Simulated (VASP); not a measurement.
Pb: single point with PBE

Crystal: Pb.

```
Pb
1.0
     0.00000    2.56859    2.46980
     2.56859    0.00000    2.46980
     2.56859    2.56859    0.00000
Pb
1
Direct
  0.00000 0.00000 0.00000
```

This cell differs from its parent crystal: strain +0.040 along x and y, +0.000 along z.

```
Program             : VASP 6.6.1
Task                : single point
Functional          : PBE
Potentials or basis : VASP PAW PBE potentials, release 64 (Pb_d)
Cutoff              : 520 eV
k mesh              : 16 × 16 × 16
Occupations         : gaussian, width 0.15 eV
Spin                : no spin polarisation
```

```
Pressure               : -0.8 GPa
Band gap on the k mesh : zero (band 7 reaches 13.32 eV, above the bottom of band 8 at 4.91 eV)
```

Stress tensor (GPa, compression positive):
```
-1.01  0.00  0.00
 0.00 -1.01  0.00
 0.00  0.00 -0.33
```

Levels at points of the mesh, in eV from the Fermi level:
```tsv
k point	band 4	band 5	band 6	band 7	band 8	band 9	band 10	band 11
(0.00, 0.00, 0.00)	-16.97	-16.94	-11.32	6.78	6.85	6.85	9.69	10.40
(0.50, 0.00, 0.00)	-16.86	-16.84	-8.10	-3.89	4.86	5.41	8.73	9.21
(0.50, 0.50, 0.00)	-16.82	-16.82	-6.61	-2.82	1.64	1.64	4.89	6.14
(0.50, 0.00, 0.50)	-16.84	-16.81	-6.99	-3.13	1.97	2.21	5.28	6.54
```

Wall time 110 s on 1 thread of Intel Xeon 6975P-C (shared host), peak memory 0.26 GiB.

Caveat: the cell differs from its parent crystal (strain +0.040 along x and y, +0.000 along z); spin-orbit coupling is left out, which moves the levels of the heavy elements.
